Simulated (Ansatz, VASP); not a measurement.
# Zr: VASP beside Ansatz

```
Zr
1.0
    -1.80395    1.80395    1.80395
     1.80395   -1.80395    1.80395
     1.80395    1.80395   -1.80395
Zr
1
Direct
  0.00000 0.00000 0.00000
```

Change from the starting cell: volume scaled by 0.99.

Alike in both runs: task single point; functional PBEsol; k mesh 14 × 14 × 14; occupations fermi-dirac, width 0.08 eV; no spin polarisation.

|  | VASP | Ansatz |
| --- | --- | --- |
| version | VASP 6.6.1 | Ansatz 0.2.0 |
| potentials or method | VASP PAW PBE potentials, release 64 (Zr_sv), cutoff 520 eV | all-electron LAPW, scalar-relativistic |

```tsv
	VASP	Ansatz	Ansatz less VASP
pressure (GPa)	-5.9	-5.9	-0.04
```

VASP's potentials were made for PBE, not for PBEsol. Ansatz ran all-electron here, and VASP with PAW potentials.
